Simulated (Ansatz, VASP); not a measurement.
Two plane-wave programs on CdSiN2

```
Cd N Si
1.0
     3.03399    0.00000    0.00000
     0.00000    3.03399    0.00000
     0.00000    0.00000    5.11023
Cd N Si
1 2 1
Direct
  0.00000 0.00000 0.00000
  0.00000 0.50000 0.31974
  0.50000 0.00000 0.68026
  0.50000 0.50000 0.50000
```

Alike in both runs: task single point; functional HSE06; k mesh 4 × 4 × 2; no spin polarisation.

|  | VASP | Ansatz |
| --- | --- | --- |
| version | VASP 6.6.1 | Ansatz 0.2.0 |
| potentials or method | VASP PAW PBE potentials, release 64 (Cd_sv_GW, N, Si) | plane waves |
| plane-wave cutoff (eV) | 520 | 420 |
| occupations | gaussian, width 0.01 eV | fixed |
| valence electrons in the cell | 34 | 34 |

Ansatz gave:

* gap on the k mesh at the Fermi level (eV): 2.41
* rms of the force components (eV/Å): 0.030

**Question.** What did VASP give for the same quantities?

**Answer.** gap on the k mesh at the Fermi level (eV): 2.42; rms of the force components (eV/Å): 0.017.

Ansatz's warnings: exchange mesh not taken up, stress exchange threshold loose, stress scf threshold loose.

The k mesh is coarse, so the values compare programs but aren't converged.
